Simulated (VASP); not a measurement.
# Hf2BeCN2 (P4/mmm) in VASP: single point with PBE

Aim: the single point of Hf2BeCN2 with PBE.

All numbers are computed with VASP 6.6.1; they aren't measurements. Logs are shortened: lines on timing, memory, paths and dates and some standing lists are left out, and cuts for length are marked.

**1. The cell of the first run**

The structure is tetragonal, space group P4/mmm (No. 123). The conventional cell has a = 3.405 Å, b = 3.405 Å, c = 5.683 Å, α = 90.00°, β = 90.00°, γ = 90.00°. Hf (site symmetry 4mm) has 4 N at 2.22 Å and 4 Be at 2.79 Å and 4 C at 2.80 Å and 2 Hf at 2.84 to 2.85 Å within 2.9 Å. Within 2.3 Å of Be (site symmetry 4/mmm) lie 4 N at 1.70 Å. C (site symmetry 4/mmm) has 8 Hf at 2.80 Å and 2 Be at 2.84 Å and 8 N at 3.31 Å and 4 C at 3.40 Å within 3.7 Å. N (site symmetry mmm) has 2 Be at 1.70 Å and 4 Hf at 2.22 Å within 2.3 Å.

**2. Single point, PBE**

Input file POSCAR:

```
Hf2BeCN2
1.0
    3.4049320268      0.0000000000      0.0000000000
    0.0000000000      3.4049320268      0.0000000000
    0.0000000000      0.0000000000      5.6826864527
Hf Be C N
2 1 1 2
Direct
    0.0000000000      0.0000000000      0.2494805866
    0.0000000000      0.0000000000      0.7505194134
    0.5000000000      0.5000000000      0.0000000000
    0.5000000000      0.5000000000      0.5000000000
    0.0000000000      0.5000000000      0.0000000000
    0.5000000000      0.0000000000      0.0000000000
```

Input file INCAR.step1:

```
PREC = Accurate
ENCUT = 520
EDIFF = 1E-7
ISMEAR = 0
SIGMA = 0.1
LREAL = False
LASPH = True
NELM = 100
ALGO = Normal
ISIF = 2
LWAVE = False
LCHARG = True
LMAXMIX = 4
GGA = PE
NBANDS = 27
```

Input file KPOINTS.step1:

```
regular mesh
0
Gamma
  12 12 8
```

Input file INCAR.step2:

```
PREC = Accurate
ENCUT = 520
EDIFF = 1E-7
ISMEAR = -5
SIGMA = 0.1
LREAL = False
LASPH = True
NELM = 100
ALGO = Normal
ISIF = 2
LWAVE = False
LCHARG = False
LMAXMIX = 4
GGA = PE
LORBIT = 10
NEDOS = 1001
ICHARG = 11
```

Input file KPOINTS.step2:

```
regular mesh
0
Gamma
  18 18 12
```

Potentials or basis: VASP PAW PBE potentials, release 64 (Hf_pv, Be, C, N).

On the command line:

```sh
> cat potpaw_PBE.64/Hf_pv/POTCAR potpaw_PBE.64/Be/POTCAR potpaw_PBE.64/C/POTCAR potpaw_PBE.64/N/POTCAR > POTCAR
> cp INCAR.step1 INCAR
> cp KPOINTS.step1 KPOINTS
> mpirun -np 1 vasp_std > vasp.out
> cp INCAR.step2 INCAR
> cp KPOINTS.step2 KPOINTS
> mpirun -np 1 vasp_std > vasp.out
```

OUTCAR:

```text
PREC = Accurate
   ENCUT = 520
   EDIFF = 1E-7
   ISMEAR = -5
   LREAL = False
   LASPH = True
   NELM = 100
   ISIF = 2
   GGA = PE
   LORBIT = 10
   ICHARG = 11

 ion  position               nearest neighbor table
   1  0.000  0.000  0.249-   5 2.22   6 2.22   5 2.22   6 2.22   3 2.79   3 2.79   3 2.79   3 2.79
                             4 2.80   4 2.80   4 2.80   4 2.80   2 2.84   2 2.85
   2  0.000  0.000  0.751-   5 2.22   6 2.22   5 2.22   6 2.22   3 2.79   3 2.79   3 2.79   3 2.79
                             4 2.80   4 2.80   4 2.80   4 2.80   1 2.84   1 2.85
   3  0.500  0.500  0.000-   5 1.70   6 1.70   6 1.70   5 1.70   1 2.79   2 2.79   1 2.79   1 2.79
                             2 2.79   2 2.79   1 2.79   2 2.79
   4  0.500  0.500  0.500-   1 2.80   2 2.80   1 2.80   2 2.80   1 2.80   2 2.80   1 2.80   2 2.80

   5  0.000  0.500  0.000-   3 1.70   3 1.70   1 2.22   1 2.22   2 2.22   2 2.22
   6  0.500  0.000  0.000-   3 1.70   3 1.70   1 2.22   2 2.22   1 2.22   2 2.22

  LATTYP: Found a simple tetragonal cell.
 ALAT       =     3.4049320268
 C/A-ratio  =     1.6689573853

  Lattice vectors:

 A1 = (   3.4049320268,   0.0000000000,   0.0000000000)
 A2 = (   0.0000000000,   3.4049320268,   0.0000000000)
 A3 = (   0.0000000000,   0.0000000000,   5.6826864527)

Analysis of symmetry for initial positions (statically):
=====================================================================
 Subroutine PRICEL returns:
 Original cell was already a primitive cell.

 Routine SETGRP: Setting up the symmetry group for a
 simple tetragonal supercell.

 Subroutine GETGRP returns: Found 16 space group operations
 (whereof 16 operations were pure point group operations)
 out of a pool of 16 trial point group operations.

The static configuration has the point symmetry D_4h.

Analysis of symmetry for dynamics (positions and initial velocities):
=====================================================================
 Subroutine PRICEL returns:
 Original cell was already a primitive cell.

 Routine SETGRP: Setting up the symmetry group for a
 simple tetragonal supercell.

 Subroutine GETGRP returns: Found 16 space group operations
 (whereof 16 operations were pure point group operations)
 out of a pool of 16 trial point group operations.

The dynamic configuration has the point symmetry D_4h.

 Subroutine INISYM returns: Found 16 space group operations
 (whereof 16 operations are pure point group operations),
 and found     1 'primitive' translations

----------------------------------------------------------------------------------------

                                     Primitive cell

  volume of cell :      65.8826

  direct lattice vectors                    reciprocal lattice vectors
     3.404932027  0.000000000  0.000000000     0.293691619  0.000000000  0.000000000
     0.000000000  3.404932027  0.000000000     0.000000000  0.293691619  0.000000000
     0.000000000  0.000000000  5.682686453     0.000000000  0.000000000  0.175973109

  length of vectors
     3.404932027  3.404932027  5.682686453     0.293691619  0.293691619  0.175973109

  position of ions in fractional coordinates (direct lattice)
     0.000000000  0.000000000  0.249480587
     0.000000000  0.000000000  0.750519413
     0.500000000  0.500000000  0.000000000
     0.500000000  0.500000000  0.500000000
     0.000000000  0.500000000  0.000000000
     0.500000000  0.000000000  0.000000000

  ion indices of the primitive-cell ions
   primitive index   ion index
                 1           1
                 2           2
                 3           3
                 4           4
                 5           5
                 6           6

----------------------------------------------------------------------------------------

 KPOINTS: regular mesh

Automatic generation of k-mesh.
 Grid dimensions read from file:
 generate k-points for:   18   18   12

 Generating k-lattice:

  Cartesian coordinates                     Fractional coordinates (reciprocal lattice)
     0.016316201  0.000000000  0.000000000     0.055555556  0.000000000  0.000000000
     0.000000000  0.016316201  0.000000000     0.000000000  0.055555556  0.000000000
     0.000000000  0.000000000  0.014664426     0.000000000  0.000000000  0.083333333

  Length of vectors
     0.016316201  0.016316201  0.014664426

  Shift w.r.t. Gamma in fractional coordinates (k-lattice)
     0.000000000  0.000000000  0.000000000

 TETIRR: Found   5832 inequivalent tetrahedra from    23328

 Subroutine IBZKPT returns following result:
 ===========================================

 Found    385 irreducible k-points:

 Following reciprocal coordinates:
            Coordinates               Weight
  0.000000  0.000000  0.000000      1.000000
  0.055556  0.000000  0.000000      4.000000
  0.111111  0.000000  0.000000      4.000000
  0.166667  0.000000  0.000000      4.000000
  0.222222  0.000000  0.000000      4.000000
  0.277778  0.000000  0.000000      4.000000
[... 16 lines left out ...]
  0.277778  0.111111  0.000000      8.000000
  0.333333  0.111111  0.000000      8.000000
 [... further k-points ...]
   k-points           NKPTS =    385   k-points in BZ     NKDIM =    385   number of bands    NBANDS=     22
   number of dos      NEDOS =   1001   number of ions     NIONS =      6
   total plane-waves  NPLWV =  32928
   dimension x,y,z NGX =    28 NGY =   28 NGZ =   42
   dimension x,y,z NGXF=    56 NGYF=   56 NGZF=   84
   ions per type =               2   1   1   2
   NGX,Y,Z   is equivalent  to a cutoff of  13.67, 13.67, 12.29 a.u.
   NGXF,Y,Z  is equivalent  to a cutoff of  27.34, 27.34, 24.57 a.u.
 SYSTEM =  unknown system
   PREC   = accura    normal or accurate (medium, high low for compatibility)
   ISTART =      0    job   : 0-new  1-cont  2-samecut
   ICHARG =     11    charge: 1-file 2-atom 10-const
   ISPIN  =      1    spin polarized calculation?
   LNONCOLLINEAR =      F non collinear calculations
   LSORBIT =      F    spin-orbit coupling
   LASPH  =      T    aspherical Exc in radial PAW
   ENCUT  =  520.0 eV  38.22 Ry    6.18 a.u.   6.33  6.33 10.57*2*pi/ulx,y,z
   NELM   =    100;   NELMIN=  2; NELMDL=  0     # of ELM steps
   EDIFF  = 0.1E-06   stopping-criterion for ELM
   LREAL  =      F    real-space projection
   EDIFFG = 0.1E-05   stopping-criterion for IOM
   NSW    =      0    number of steps for IOM
   IBRION =     -1    ionic relax: 0-MD 1-quasi-New 2-CG
   NFREE  =      0    steps in history (QN), initial steepest desc. (CG)
   ISIF   =      2    stress and relaxation
   ISYM   =      2    0-nonsym 1-usesym 2-fastsym
   POTIM  = 0.5000    time-step for ionic-motion
   TEBEG  =    0.0;   TEEND  =   0.0 temperature during run
   PSTRESS=    0.0 pullay stress
   NELECT =      36.0000    total number of electrons
   NUPDOWN=      -1.0000    fix difference up-down
   EMIN   =  10.00;   EMAX   =-10.00  energy-range for DOS
   EFERMI =   0.00;   METHOD = LEGACY
   ISMEAR =    -5;   SIGMA  =   0.10  broadening in eV -4-tet -1-fermi 0-gaus
   EFERMI_NEDOS =   21; number of points for ismear=-14 and -15
   IALGO  =     38    algorithm
   IMIX   =      4    mixing-type and parameters
     AMIX     =   0.40;   BMIX     =  1.00
     AMIX_MAG =   1.60;   BMIX_MAG =  1.00
  volume/ion in A,a.u.               =      10.98        74.10
  Fermi-wavevector in a.u.,A,eV,Ry     =   1.338399  2.529207 24.372263  1.791311
  Thomas-Fermi vector in A             =   2.466872
   LORBIT       =     10    0 simple, 1 ext, 2 COOP (PROOUT), +10 PAW based schemes
   GGA     = PE    functional components
   LHFCALC =     F    Hartree Fock is set to
   AEXX    =    0.0000 exact exchange contribution
   IVDW    =     0    specifies the selected vdW correction
   LEPSILON=     F    determine dielectric tensor
   LRPA    =     F    only Hartree local field effects (RPA)
 non-spin polarized calculation
 Fermi weights with tetrahedron method with Bloechl corrections
  energy-cutoff  :      520.00
  volume of cell :       65.88
 maximum number of plane-waves:      1800
 NGX is ok and might be reduce to    28

 number of electron      36.0000003 magnetization

 Free energy of the ion-electron system (eV)
  ---------------------------------------------------
  ext. energy  EPLUGINS =         0.00000000
  ---------------------------------------------------
  free energy    TOTEN  =       -52.00348285 eV

  energy without entropy =      -52.00348285  energy(sigma->0) =      -52.00348285

 E-fermi :   6.4167     XC(G=0): -11.9653

 val. band max:        6.4251437394   @ k =   0.1667   0.0000   0.0833
 cond. band min:       6.3486594567   @ k =   0.0000   0.0000   0.2500
 fundamental gap:     -0.0764842827
 Fermi energy:         6.4167453046

 k-point     1 :       0.0000    0.0000    0.0000
  band No.  band energies     occupation
      1     -25.5117      2.00000
      2     -24.6918      2.00000
      3     -24.6918      2.00000
      4     -24.5326      2.00000
      5     -24.5326      2.00000
      6     -24.2661      2.00000
[... 14 lines left out ...]
     21       9.2871      0.00000
     22      10.0046      0.00000

 k-point     2 :       0.0556    0.0000    0.0000
  band No.  band energies     occupation
      1     -25.5099      2.00000
      2     -24.7008      2.00000
      3     -24.6911      2.00000
      4     -24.5399      2.00000
      5     -24.5321      2.00000
      6     -24.2653      2.00000
[... 14 lines left out ...]
     21       9.3570      0.00000
     22      10.1286      0.00000
[... 523 lines left out ...]
     21       9.7117      0.00000
     22      10.0268      0.00000

 k-point    24 :       0.3333    0.1111    0.0000
  band No.  band energies     occupation
      1     -25.4598      2.00000
      2     -24.9087      2.00000
      3     -24.7077      2.00000
      4     -24.7069      2.00000
      5     -24.5468      2.00000
      6     -24.2443      2.00000
[... 14 lines left out ...]
     21      10.1006      0.00000
     22      10.1477      0.00000

 [... further k-points ...]

------------------------ aborting loop because EDIFF is reached ----------------------------------------

  FORCE on cell =-STRESS in cart. coord.  units (eV):
  Direction    XX          YY          ZZ          XY          YZ          ZX
  --------------------------------------------------------------------------------------
  -------------------------------------------------------------------------------------
  Total       -0.6417792     -0.6417792     -0.4234541      0.0000000     -0.0000000      0.0000000
  in kB      -15.6072241    -15.6072241    -10.2978440      0.0000000     -0.0000000      0.0000000
  external PRESSURE =     -13.8374307 kB  Pullay stress =       0.0000000 kB

 VOLUME and BASIS-vectors are now :
 -----------------------------------------------------------------------------
  energy-cutoff  :      520.00
  volume of cell :       65.88
      direct lattice vectors                 reciprocal lattice vectors
     3.404932027  0.000000000  0.000000000     0.293691619  0.000000000  0.000000000
     0.000000000  3.404932027  0.000000000     0.000000000  0.293691619  0.000000000
     0.000000000  0.000000000  5.682686453     0.000000000  0.000000000  0.175973109

 POSITION                                       TOTAL-FORCE (eV/Angst)
 -----------------------------------------------------------------------------------
      0.00000      0.00000      1.41772         0.000000      0.000000     -0.267202
      0.00000      0.00000      4.26497        -0.000000      0.000000      0.267202
      1.70247      1.70247      0.00000         0.000000     -0.000000      0.000000
      1.70247      1.70247      2.84134         0.000000     -0.000000      0.000000
      0.00000      1.70247      0.00000         0.000000     -0.000000      0.000000
      1.70247      0.00000      0.00000         0.000000     -0.000000      0.000000
 -----------------------------------------------------------------------------------
    total drift:                               -0.000000     -0.000000     -0.000000

  FREE ENERGIE OF THE ION-ELECTRON SYSTEM (eV)
  ---------------------------------------------------
  free  energy   TOTEN  =       -52.0034828544 eV

  energy  without entropy=      -52.0034828544  energy(sigma->0) =      -52.00348285

 total charge

# of ion       s       p       d       tot
------------------------------------------
    1        0.294   6.485   1.615   8.395
    2        0.294   6.485   1.615   8.395
    3        0.442   0.870   0.000   1.312
    4        0.859   1.281   0.000   2.140
    5        1.256   2.616   0.000   3.871
    6        1.256   2.616   0.000   3.871
--------------------------------------------------
tot          4.402  20.352   3.231  27.985
```

Run time: 9.4 min. Hardware: 1 thread of Intel Xeon Platinum 8488C (Sapphire Rapids), shared host; peak memory 0.63 GiB.

What came out:

```yaml
Valence_electrons_inside_the_program's_atomic_spheres: Hf 8.39; Be 1.31; C 2.14; N 3.87
```

Caveat: spin-orbit coupling is left out, which moves the levels of the heavy elements; tetrahedron occupations give inexact forces and stress in metals.
